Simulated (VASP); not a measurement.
# WC (P-6m2) in VASP: single point with LDA

Aim: the single point of WC with LDA.

Everything below comes from runs of VASP 6.6.1. Logs are shortened: lines on timing, memory, paths and dates and some standing lists are left out, and cuts for length are marked.

### 1 The cell of the first run

It takes space group P-6m2 (No. 187, hexagonal). The conventional cell has a = 3.059 Å, b = 3.059 Å, c = 2.754 Å, α = 90.00°, β = 90.00°, γ = 120.00°. W (site symmetry -6m2) has 6 C at 2.24 Å and 8 W at 2.75 to 3.06 Å within 3.1 Å. C (site symmetry -6m2) has 6 W at 2.24 Å and 8 C at 2.75 to 3.06 Å within 3.1 Å.

### 2 Single point, LDA

Contents of INCAR:

```
SYSTEM = WC
  PREC = Accurate
  ENCUT = 1300
  EDIFF = 1E-6
  ISMEAR = 0
  SIGMA = 0.1
  LREAL = .FALSE.
  LASPH = .TRUE.
  NELM = 120
  ALGO = Normal
  ISIF = 2
  LWAVE = .FALSE.
  LCHARG = .FALSE.
  GGA = CA
  NBANDS = 16
  GGA_COMPAT = .FALSE.
```

Contents of KPOINTS:

```
Automatic mesh
0
G
  12 12 13
  0 0 0
```

Contents of POSCAR:

```
WC
1.0
    3.0592956230      0.0000000000      0.0000000000
   -1.5296478115      2.6494277272      0.0000000000
    0.0000000000      0.0000000000      2.7542797939
W C
1 1
Direct
    0.0000000000      0.0000000000      0.0000000000
    0.3333333333      0.6666666667      0.5000000000
```

Potentials or basis: VASP PAW LDA potentials, release 64 (W_sv, C_h).

On the command line:

```
> cat potpaw_LDA.64/W_sv/POTCAR potpaw_LDA.64/C_h/POTCAR > POTCAR
> mpirun -np 1 vasp_std > vasp.out
```

OUTCAR:

```text
SYSTEM = WC
   PREC = Accurate
   ENCUT = 1300
   EDIFF = 1E-6
   ISMEAR = 0
   LREAL = .FALSE.
   LASPH = .TRUE.
   NELM = 120
   ISIF = 2
   GGA = CA

 ion  position               nearest neighbor table
   1  0.000  0.000  0.000-   2 2.24   2 2.24   2 2.24   2 2.24   2 2.24   2 2.24
   2  0.333  0.667  0.500-   1 2.24   1 2.24   1 2.24   1 2.24   1 2.24   1 2.24

  LATTYP: Found a hexagonal cell.
 ALAT       =     3.0592956230
 C/A-ratio  =     0.9002986744

  Lattice vectors:

 A1 = (   3.0592956230,   0.0000000000,   0.0000000000)
 A2 = (  -1.5296478115,   2.6494277272,   0.0000000000)
 A3 = (   0.0000000000,   0.0000000000,   2.7542797939)

Analysis of symmetry for initial positions (statically):
=====================================================================
 Subroutine PRICEL returns:
 Original cell was already a primitive cell.

 Routine SETGRP: Setting up the symmetry group for a
 hexagonal supercell.

 Subroutine GETGRP returns: Found 12 space group operations
 (whereof 12 operations were pure point group operations)
 out of a pool of 24 trial point group operations.

The static configuration has the point symmetry D_3h.

Analysis of symmetry for dynamics (positions and initial velocities):
=====================================================================
 Subroutine PRICEL returns:
 Original cell was already a primitive cell.

 Routine SETGRP: Setting up the symmetry group for a
 hexagonal supercell.

 Subroutine GETGRP returns: Found 12 space group operations
 (whereof 12 operations were pure point group operations)
 out of a pool of 24 trial point group operations.

The dynamic configuration has the point symmetry D_3h.

 Subroutine INISYM returns: Found 12 space group operations
 (whereof 12 operations are pure point group operations),
 and found     1 'primitive' translations

----------------------------------------------------------------------------------------

                                     Primitive cell

  volume of cell :      22.3245

  direct lattice vectors                    reciprocal lattice vectors
     3.059295623  0.000000000  0.000000000     0.326872628  0.188720000  0.000000000
    -1.529647812  2.649427727  0.000000000     0.000000000  0.377439999  0.000000000
     0.000000000  0.000000000  2.754279794     0.000000000  0.000000000  0.363071320

  length of vectors
     3.059295623  3.059295623  2.754279794     0.377439999  0.377439999  0.363071320

  position of ions in fractional coordinates (direct lattice)
     0.000000000  0.000000000  0.000000000
     0.333333333  0.666666667  0.500000000

  ion indices of the primitive-cell ions
   primitive index   ion index
                 1           1
                 2           2

----------------------------------------------------------------------------------------

 KPOINTS: Automatic mesh

Automatic generation of k-mesh.
 Grid dimensions read from file:
 generate k-points for:   12   12   13

 Generating k-lattice:

  Cartesian coordinates                     Fractional coordinates (reciprocal lattice)
     0.027239386  0.015726667  0.000000000     0.083333333 -0.000000000  0.000000000
     0.000000000  0.031453333  0.000000000     0.000000000  0.083333333  0.000000000
     0.000000000  0.000000000  0.027928563     0.000000000  0.000000000  0.076923077

  Length of vectors
     0.031453333  0.031453333  0.027928563

  Shift w.r.t. Gamma in fractional coordinates (k-lattice)
     0.000000000  0.000000000  0.000000000

 Subroutine IBZKPT returns following result:
 ===========================================

 Found    133 irreducible k-points:

 Following reciprocal coordinates:
            Coordinates               Weight
  0.000000  0.000000  0.000000      1.000000
  0.083333  0.000000  0.000000      6.000000
  0.166667  0.000000  0.000000      6.000000
  0.250000  0.000000  0.000000      6.000000
  0.333333  0.000000  0.000000      6.000000
  0.416667  0.000000  0.000000      6.000000
[... 16 lines left out ...]
  0.250000  0.000000  0.076923     12.000000
  0.333333  0.000000  0.076923     12.000000
 [... further k-points ...]
   k-points           NKPTS =    133   k-points in BZ     NKDIM =    133   number of bands    NBANDS=     16
   number of dos      NEDOS =    301   number of ions     NIONS =      2
   total plane-waves  NPLWV =  41472
   dimension x,y,z NGX =    36 NGY =   36 NGZ =   32
   dimension x,y,z NGXF=    72 NGYF=   72 NGZF=   64
   ions per type =               1   1
   NGX,Y,Z   is equivalent  to a cutoff of  19.56, 19.56, 19.31 a.u.
   NGXF,Y,Z  is equivalent  to a cutoff of  39.13, 39.13, 38.63 a.u.
 SYSTEM =  WC
   PREC   = accura    normal or accurate (medium, high low for compatibility)
   ISTART =      0    job   : 0-new  1-cont  2-samecut
   ICHARG =      2    charge: 1-file 2-atom 10-const
   ISPIN  =      1    spin polarized calculation?
   LNONCOLLINEAR =      F non collinear calculations
   LSORBIT =      F    spin-orbit coupling
   LASPH  =      T    aspherical Exc in radial PAW
   ENCUT  = 1300.0 eV  95.55 Ry    9.77 a.u.   8.99  8.99  8.10*2*pi/ulx,y,z
   NELM   =    120;   NELMIN=  2; NELMDL= -5     # of ELM steps
   EDIFF  = 0.1E-05   stopping-criterion for ELM
   LREAL  =      F    real-space projection
   EDIFFG = 0.1E-04   stopping-criterion for IOM
   NSW    =      0    number of steps for IOM
   IBRION =     -1    ionic relax: 0-MD 1-quasi-New 2-CG
   NFREE  =      0    steps in history (QN), initial steepest desc. (CG)
   ISIF   =      2    stress and relaxation
   ISYM   =      2    0-nonsym 1-usesym 2-fastsym
   POTIM  = 0.5000    time-step for ionic-motion
   TEBEG  =    0.0;   TEEND  =   0.0 temperature during run
   PSTRESS=    0.0 pullay stress
   NELECT =      18.0000    total number of electrons
   NUPDOWN=      -1.0000    fix difference up-down
   EMIN   =  10.00;   EMAX   =-10.00  energy-range for DOS
   EFERMI =   0.00;   METHOD = LEGACY
   ISMEAR =     0;   SIGMA  =   0.10  broadening in eV -4-tet -1-fermi 0-gaus
   EFERMI_NEDOS =   21; number of points for ismear=-14 and -15
   IALGO  =     38    algorithm
   IMIX   =      4    mixing-type and parameters
     AMIX     =   0.40;   BMIX     =  1.00
     AMIX_MAG =   1.60;   BMIX_MAG =  1.00
  volume/ion in A,a.u.               =      11.16        75.33
  Fermi-wavevector in a.u.,A,eV,Ry     =   1.523720  2.879413 31.588950  2.321722
  Thomas-Fermi vector in A             =   2.632125
   LORBIT       =      0    0 simple, 1 ext, 2 COOP (PROOUT), +10 PAW based schemes
   GGA     = CA    functional components
   LHFCALC =     F    Hartree Fock is set to
   AEXX    =    0.0000 exact exchange contribution
   IVDW    =     0    specifies the selected vdW correction
   LEPSILON=     F    determine dielectric tensor
   LRPA    =     F    only Hartree local field effects (RPA)
 non-spin polarized calculation
 Gauss-broadening in eV      SIGMA  =   0.10
  energy-cutoff  :     1300.00
  volume of cell :       22.32
 maximum number of plane-waves:      2403
 NGX is ok and might be reduce to    36
   NGX = 17   NGY = 17   NGZ = 17

 number of electron      18.0000001 magnetization

 Free energy of the ion-electron system (eV)
  ---------------------------------------------------
  ext. energy  EPLUGINS =         0.00000000
  ---------------------------------------------------
  free energy    TOTEN  =       -24.35589325 eV

  energy without entropy =      -24.35346163  energy(sigma->0) =      -24.35467744

 E-fermi :  10.2931     XC(G=0): -13.5995

 val. band max:       10.2816792471   @ k =   0.4167   0.0833   0.4615
 cond. band min:      10.3190456168   @ k =   0.3333   0.3333   0.0769
 fundamental gap:      0.0373663697
 Fermi energy:        10.2931079204

 k-point     1 :       0.0000    0.0000    0.0000
  band No.  band energies     occupation
      1     -63.4049      2.00000
      2     -27.6571      2.00000
      3     -27.6571      2.00000
      4     -27.4662      2.00000
      5      -3.5180      2.00000
      6       6.3356      2.00000
[... 8 lines left out ...]
     15      24.5103      0.00000
     16      25.7948      0.00000

 k-point     2 :       0.0833    0.0000    0.0000
  band No.  band energies     occupation
      1     -63.4028      2.00000
      2     -27.6923      2.00000
      3     -27.6652      2.00000
      4     -27.4622      2.00000
      5      -3.3608      2.00000
      6       6.1586      2.00000
[... 8 lines left out ...]
     15      24.0043      0.00000
     16      26.1187      0.00000

 k-point     3 :       0.1667    0.0000    0.0000
  band No.  band energies     occupation
      1     -63.3974      2.00000
      2     -27.7875      2.00000
      3     -27.6875      2.00000
      4     -27.4512      2.00000
      5      -2.9148      2.00000
      6       5.5391      2.00000
[... 8 lines left out ...]
     15      23.5835      0.00000
     16      27.0034      0.00000

 k-point     4 :       0.2500    0.0000    0.0000
  band No.  band energies     occupation
      1     -63.3899      2.00000
      2     -27.9151      2.00000
      3     -27.7176      2.00000
      4     -27.4361      2.00000
      5      -2.2562      2.00000
      6       4.7903      2.00000
[... 8 lines left out ...]
     15      23.6555      0.00000
     16      27.3052      0.00000
[... 324 lines left out ...]
 k-point    22 :       0.1667    0.0000    0.0769
  band No.  band energies     occupation
      1     -63.3940      2.00000
      2     -27.7817      2.00000
      3     -27.6820      2.00000
      4     -27.5063      2.00000
      5      -2.7826      2.00000
      6       5.6343      2.00000
[... 8 lines left out ...]
     15      23.5047      0.00000
     16      26.9701      0.00000

 k-point    23 :       0.2500    0.0000    0.0769
  band No.  band energies     occupation
      1     -63.3865      2.00000
      2     -27.9088      2.00000
      3     -27.7121      2.00000
      4     -27.4905      2.00000
      5      -2.1426      2.00000
      6       4.8775      2.00000
[... 8 lines left out ...]
     15      23.4430      0.00000
     16      27.1743      0.00000

 k-point    24 :       0.3333    0.0000    0.0769
  band No.  band energies     occupation
      1     -63.3791      2.00000
      2     -28.0333      2.00000
      3     -27.7419      2.00000
      4     -27.4746      2.00000
      5      -1.4268      2.00000
      6       4.2001      2.00000
[... 8 lines left out ...]
     15      23.7197      0.00000
     16      25.8564      0.00000

 [... further k-points ...]

------------------------ aborting loop because EDIFF is reached ----------------------------------------

  FORCE on cell =-STRESS in cart. coord.  units (eV):
  Direction    XX          YY          ZZ          XY          YZ          ZX
  --------------------------------------------------------------------------------------
  -------------------------------------------------------------------------------------
  Total       -5.8247880     -5.8247880      0.3182605      0.0000000      0.0000000     -0.0000000
  in kB     -418.0316168   -418.0316168     22.8408201      0.0000000      0.0000000     -0.0000000
  external PRESSURE =    -271.0741378 kB  Pullay stress =       0.0000000 kB

 VOLUME and BASIS-vectors are now :
 -----------------------------------------------------------------------------
  energy-cutoff  :     1300.00
  volume of cell :       22.32
      direct lattice vectors                 reciprocal lattice vectors
     3.059295623  0.000000000  0.000000000     0.326872628  0.188720000  0.000000000
    -1.529647812  2.649427727  0.000000000     0.000000000  0.377439999  0.000000000
     0.000000000  0.000000000  2.754279794     0.000000000  0.000000000  0.363071320

 POSITION                                       TOTAL-FORCE (eV/Angst)
 -----------------------------------------------------------------------------------
      0.00000      0.00000      0.00000         0.000000      0.000000      0.000000
     -0.00000      1.76629      1.37714        -0.000000      0.000000      0.000000
 -----------------------------------------------------------------------------------
    total drift:                                0.000000     -0.000000     -0.000000

  FREE ENERGIE OF THE ION-ELECTRON SYSTEM (eV)
  ---------------------------------------------------
  free  energy   TOTEN  =       -24.3558932483 eV

  energy  without entropy=      -24.3534616282  energy(sigma->0) =      -24.35467744
```

It took 91 s on 1 thread of Intel Xeon Platinum 8259CL at 2.50GHz (Skylake/Cascade Lake), shared host; peak memory 0.32 GiB.

Results:

- Free energy: -24.3559 eV
- Pressure: -27.1 GPa
- Band gap on the k mesh: zero (bands 9 and 10 overlap by 1.38 eV)

Caveat: the stress differs along the axes, from -42 to 2 GPa; spin-orbit coupling is left out, which moves the levels of the heavy elements.

The gap in the log of VASP goes by the Fermi energy; the results here count the filled bands.